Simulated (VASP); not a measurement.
Input of a VASP 6.6.1 run:

INCAR

```
  PREC = Accurate
  ENCUT = 600
  EDIFF = 1E-6
  ISMEAR = -1
  SIGMA = 0.05
  LREAL = False
  LASPH = True
  NELM = 80
  ALGO = Normal
  ISIF = 3
  LWAVE = False
  LCHARG = False
  GGA = PE
  IBRION = 2
  NSW = 60
  EDIFFG = -0.005
  PSTRESS = 330.0
```

File KPOINTS:

```
regular mesh
0
Gamma
  11 11 3
```

File POSCAR:

```
Sr
1.0
    3.2229685251      0.0000000000      0.0000000000
   -1.6114842626      2.7911726183      0.0000000000
    0.0000000000      0.0000000000     10.4746477066
Sr
4
Direct
    0.0000000000      0.0000000000      0.0000000000
    0.0000000000      0.0000000000      0.5000000000
    0.3333333333      0.6666666667      0.2500000000
    0.6666666667      0.3333333333      0.7500000000
```

Potentials or basis: VASP PAW PBE potentials, release 64 (Sr_sv).

Run with:

```sh
$ cat potpaw_PBE.64/Sr_sv/POTCAR > POTCAR
$ mpirun -np 1 vasp_std > vasp.out
```

(1) What does it give for the space group after relaxing (to 0.05 Å)?

(2) Predict the relaxed volume.

(3) Estimate the band gap on the k mesh.

(4) What does it give for the relaxed cell?

Answers

(1) P6_3/mmc (No. 194).

(2) 23.52 Å³/atom.

(3) zero (band 20 reaches 6.01 eV, above the bottom of band 21 at 5.01 eV).

(4) a = 3.225 Å, b = 3.225 Å, c = 10.443 Å, α = 90.00°, β = 90.00°, γ = 120.00°.

Caveat: the cell is relaxed towards a set pressure, so the enthalpy falls and the energy may rise.
